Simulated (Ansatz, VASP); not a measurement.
Cr: VASP beside Ansatz

```
CELL_PARAMETERS angstrom
2.51954 0.00000 0.00000
-1.25977 2.18199 0.00000
0.00000 0.00000 8.85420
ATOMIC_POSITIONS crystal
Cr 0.00000 0.00000 0.00000
Cr 0.00000 0.00000 0.50000
Cr 0.33333 0.66667 0.25000
Cr 0.66667 0.33333 0.75000
```

Alike in both runs: functional RPBE; k mesh 14 × 14 × 4; occupations fermi-dirac, width 0.1 eV; no spin polarisation.

Ansatz relaxed the structure, and its values are those at the end. VASP's run is a single point on that final structure, the one shown.

|  | VASP | Ansatz |
| --- | --- | --- |
| version | VASP 6.6.1 | Ansatz 0.2.0 |
| potentials or method | VASP PAW PBE potentials, release 64 (Cr_pv), cutoff 520 eV | plane waves (420 eV) with PAW, scalar-relativistic |
| valence electrons in the cell | 48 | 56 |

```tsv
	VASP	Ansatz	Ansatz less VASP
pressure (GPa)	-0.3	0.0	+0.34
```

VASP's potentials were made for PBE, not for RPBE. VASP's potentials hold 48 valence electrons a cell and Ansatz's 56, so a difference there can come from the potentials and not from the codes.
